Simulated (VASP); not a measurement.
Set up this calculation in VASP 6.6.1, as the native input.

| Quantity | Value |
| --- | --- |
| Task | single point |
| Functional | PBE |
| Potentials or basis | VASP PAW PBE potentials, release 64 (Ta_pv, Mo_sv) |
| Cutoff | 520 eV |
| k mesh | 6 × 6 × 6 |
| Occupations | gaussian, width 0.1 eV |
| Spin | no spin polarisation |
| Dipole correction | no |
| Further INCAR settings | ALGO = Normal; EDIFF = 1e-07; NBANDS = 25 |

The structure of Ta2Mo lies in POSCAR:

```
Ta2Mo
1.0
   -1.9832269700      1.9832269700      2.6503068100
    1.9832269700     -1.9832269700      2.6503068100
    1.9832269700      1.9832269700     -2.6503068100
Ta Mo
2 1
Direct
    0.7500000000      0.2500000000      0.5000000000
    0.2500000000      0.7500000000      0.5000000000
    0.0000000000      0.0000000000      0.0000000000
```

These files were run (other wordings do the same):

INCAR

```
SYSTEM = Ta2Mo
PREC     = Accurate       ! precision mode
ENCUT    = 520            ! plane-wave cutoff, eV
EDIFF    = 1E-7           ! SCF threshold, eV
ISMEAR   = 0              ! smearing method
SIGMA    = 0.1            ! smearing width, eV
LREAL    = .FALSE.        ! projectors in reciprocal space
LASPH    = .TRUE.         ! aspherical terms in the spheres
NELM     = 80             ! most SCF steps
ALGO     = Normal         ! electronic algorithm
ISIF     = 2              ! what is computed and relaxed
LWAVE    = .FALSE.        ! write WAVECAR
LCHARG   = .TRUE.         ! write CHGCAR
GGA      = PE             ! functional
LELF     = .TRUE.         ! ELF
LVHAR    = .TRUE.       
NBANDS   = 25             ! bands
```

KPOINTS

```
regular mesh
0
G
  6 6 6
  0 0 0
```

Potentials or basis: VASP PAW PBE potentials, release 64 (Ta_pv, Mo_sv).

Launch:

```sh
$ cat potpaw_PBE.64/Ta_pv/POTCAR potpaw_PBE.64/Mo_sv/POTCAR > POTCAR
$ mpirun -np 1 vasp_std > vasp.out
```

Results of the run:

```json
{
 "Pressure": "131.8 GPa",
 "Band gap on the k mesh": "zero (band 18 reaches 11.35 eV, above the bottom of band 19 at 8.87 eV)"
}
```

Caveat: the k points lie up to 0.37 Å⁻¹ apart; spin-orbit coupling is left out, which moves the levels of the heavy elements.

Wall time 49 s on 1 thread of Intel(R) Xeon(R) Platinum 8375C CPU @ 2.90GHz (Ice Lake) (shared host), peak memory 0.18 GiB.
